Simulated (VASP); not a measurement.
# Al8N9 (a cell with a defect): single point with PBE

Crystal: Al8N9 (a cell with a defect).

```
Al N
1.0
     0.00000    0.00000    5.01804
    -3.13021   -5.42168    0.00000
     6.26042    0.00000    0.00000
Al N
8 9
Direct
  0.49714 0.33591 0.16796
  0.52076 0.33333 0.66667
  0.49714 0.83204 0.16796
  0.49714 0.83204 0.66409
  0.00105 0.16566 0.83434
  0.00105 0.16566 0.33131
  0.00105 0.66869 0.83434
  0.99611 0.66667 0.33333
  0.87022 0.34432 0.17216
  0.89538 0.33333 0.66667
  0.87022 0.82784 0.17216
  0.87022 0.82784 0.65568
  0.39786 0.17295 0.82705
  0.39786 0.17295 0.34591
  0.39786 0.65409 0.82705
  0.37246 0.66667 0.33333
  0.16481 0.00000 0.00000
```

```
Program                : VASP 6.6.1
Task                   : single point
Functional             : PBE
Potentials or basis    : VASP PAW PBE potentials, release 64 (Al, N)
Cutoff                 : 520 eV
k mesh                 : 4 × 4 × 4
Occupations            : gaussian, width 0.01 eV
Spin                   : collinear spin
Starting moments       : [0.1, 0.0, 0.1, 0.1, 0.1, 0.1, 0.1, 0.0, 0.0, 0.0, 0.0, 0.0, 0.1, 0.1, 0.1, 0.0, 0.1] μB
Dipole correction      : no
Further INCAR settings : LREAL = Auto; ALGO = Normal; EDIFF = 1e-06; NBANDS = 52
```

| Property | Result |
| --- | --- |
| Pressure | 9.9 GPa |
| Largest force | 0.030 eV/Å |
| Band gap on the k mesh | 0.47 eV |
| Net moment | 3.00 μB per cell |
| Site moments | Al +0.00, +0.06, -0.00, +0.01; N +0.12, +0.03, +0.17, +0.02, +1.25 μB |
| Valence electrons inside the program's atomic spheres | Al 0.80, 0.85, 0.77, 0.84; N 3.85, 3.86, 3.83, 3.65 |

Forces on the atoms (eV/Å):
```
Al   0.000  0.000  0.014
Al   0.000  0.000 -0.001
Al   0.000  0.000  0.014
Al   0.000  0.000  0.014
Al   0.023  0.013 -0.015
Al  -0.023  0.013 -0.015
Al   0.000 -0.026 -0.015
Al   0.000  0.000 -0.005
N    0.000 -0.011  0.005
N    0.000  0.000 -0.005
N    0.010  0.006  0.005
N   -0.010  0.006  0.005
N   -0.003 -0.002 -0.007
N    0.003 -0.002 -0.007
N    0.000  0.003 -0.007
N    0.000  0.000  0.007
N    0.000  0.000  0.010
```

Stress tensor (GPa, compression positive):
```
 9.54  0.00  0.00
 0.00  9.54  0.00
 0.00  0.00 10.49
```

Levels at points of the mesh, in eV from the valence-band top:
Spin up:
| k point | band 32 | band 33 | band 34 | band 35 | band 36 | band 37 | band 38 | band 39 | band 40 | band 41 |
| --- | --- | --- | --- | --- | --- | --- | --- | --- | --- | --- |
| (0.00, 0.00, 0.00) | -1.47 | -1.47 | -0.69 | -0.35 | -0.35 | 3.27 | 4.65 | 4.65 | 4.67 | 4.97 |
| (0.50, 0.00, 0.00) | -1.57 | -1.57 | -0.80 | -0.31 | -0.31 | 4.35 | 4.35 | 4.39 | 4.78 | 4.78 |
| (0.00, 0.50, 0.00) | -1.49 | -1.48 | -0.52 | -0.30 | -0.01 | 4.83 | 5.00 | 5.11 | 5.84 | 6.09 |
| (0.50, 0.50, 0.00) | -1.89 | -1.81 | -0.95 | -0.14 | -0.11 | 5.28 | 5.42 | 5.62 | 5.62 | 5.65 |
Spin down:
```
           k point  band 31  band 32  band 33  band 34  band 35  band 36
(0.00, 0.00, 0.00)    -1.25    -1.25    -1.08     0.80     1.07     1.07
(0.50, 0.00, 0.00)    -1.59    -1.42    -1.42     0.83     0.97     0.97
(0.00, 0.50, 0.00)    -1.38    -1.31    -1.31     0.78     1.15     1.67
(0.50, 0.50, 0.00)    -1.91    -1.66    -1.53     0.47     1.22     1.62
```

Wall time 8.6 min on 1 thread of Intel(R) Xeon(R) Platinum 8488C (Sapphire Rapids), on a shared host, peak memory 0.43 GiB.
